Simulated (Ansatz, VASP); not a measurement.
**One calculation of Hf3Br2, two programs**

The input INCAR:

```
SYSTEM = Hf3Br2
PREC = Accurate
ENCUT = 520
EDIFF = 1E-6
ISMEAR = 0
SIGMA = 0.1
LREAL = .False.
LASPH = .True.
NELM = 60
ALGO = Normal
ISIF = 2
LWAVE = .False.
LCHARG = .False.
GGA = PE
NBANDS = 30
```

KPOINTS

```
regular mesh
0
Gamma
  4 4 4
  0 0 0
```

POSCAR

```
Hf3Br2
1.0
    2.5815340900     -4.7273378900      0.0000000000
    2.5815340900      4.7273378900      0.0000000000
    0.0000000000      0.0000000000      5.3818200100
Hf Br
3 2
Direct
    0.0000000000      0.5000000000      0.0000000000
    0.5000000000      0.0000000000      0.0000000000
    0.0000000000      0.0000000000      0.0000000000
    0.0000000000      0.0000000000      0.5000000000
    0.5000000000      0.5000000000      0.5000000000
```

Input for Ansatz:

```yaml
crystal:
  lattice:
    - [2.58153409, -4.72733789, 0.0]
    - [2.58153409, 4.72733789, 0.0]
    - [0.0, 0.0, 5.38182001]
  atoms:
    - { symbol: Hf, position: [0.0, 0.5, 0.0] }
    - { symbol: Hf, position: [0.5, 0.0, 0.0] }
    - { symbol: Hf, position: [0.0, 0.0, 0.0] }
    - { symbol: Br, position: [0.0, 0.0, 0.5] }
    - { symbol: Br, position: [0.5, 0.5, 0.5] }
basis:
  ecutwfc: 420
kpoints:
  mp_grid: { grid: [4, 4, 4] }
hamiltonian:
  xc: pbe
scf:
  occupations: { method: gaussian, width: 0.1 }
  lower_state_search: "off"
output:
  forces: true
  stress: true
  eigenvalues: true
```

Alike in both runs: task single point; functional PBE; k mesh 4 × 4 × 4; occupations gaussian, width 0.1 eV; no spin polarisation.

|  | VASP | Ansatz |
| --- | --- | --- |
| version | VASP 6.6.1 | Ansatz 0.2.0 |
| potentials or method | VASP PAW PBE potentials, release 64 (Hf_pv, Br), cutoff 520 eV | scalar-relativistic, plane waves, PAW |
| valence electrons in the cell | 44 | 92 |

|  | VASP | Ansatz | Ansatz less VASP |
| --- | --- | --- | --- |
| gap on the k mesh at the Fermi level (eV) | none | none | - |
| pressure (GPa) | 13.3 | 13.6 | +0.29 |
| traceless stress, the component that is largest in VASP (GPa) | 16.41 | 16.45 | +0.049 |

A gap of «none» marks a metal or a gap that the smearing closes. VASP's potentials hold 44 valence electrons a cell and Ansatz's 92, so a difference there can come from the potentials and not from the codes.

Neither program's run includes spin-orbit coupling.
